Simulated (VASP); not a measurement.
Runs of VASP 6.6.1 on InP. The structure is that of space group F-43m (No. 216), or close to it. The cells are those of the table. 

```tsv
task	cell	k mesh	cutoff (eV)	smearing	k mesh for the DOS	occupations for the DOS	gap on the mesh (eV)	pressure (GPa)
single point	a = 4.144 Å, angles 60.0°, 2 atoms	6 × 6 × 6	520	gaussian 0.1 eV	-	-	0.71	(a)
relaxation of cell and atoms	relaxed from a = 4.214 Å, angles 60.0°, 2 atoms	10 × 10 × 10	600	gaussian 0.02 eV	-	-	0.44	0.0
single point	a = 4.214 Å, angles 60.0°, 2 atoms	10 × 10 × 10	520	gaussian 0.02 eV	-	-	0.44	-0.1
relaxation of cell and atoms	relaxed from a = 4.144 Å, angles 60.0°, 2 atoms	8 × 8 × 8	600	gaussian 0.02 eV	-	-	0.44	0.0
single point	a = 4.214 Å, angles 60.0°, 2 atoms	8 × 8 × 8	520	gaussian 0.02 eV	-	-	0.44	-0.1
```

Alike in all rows: level PBE; potentials or basis VASP PAW PBE potentials, release 64 (In_d, P); no spin polarisation.

**Question.** Estimate the missing entries.

**Answer.** (a) 3.3.

Caveats: spin-orbit coupling is left out, which moves the levels of the heavy elements; the relaxation stopped at its first step, so nothing moved (some runs).

A k mesh can miss the band edges, and the runs leave out spin-orbit coupling on In.
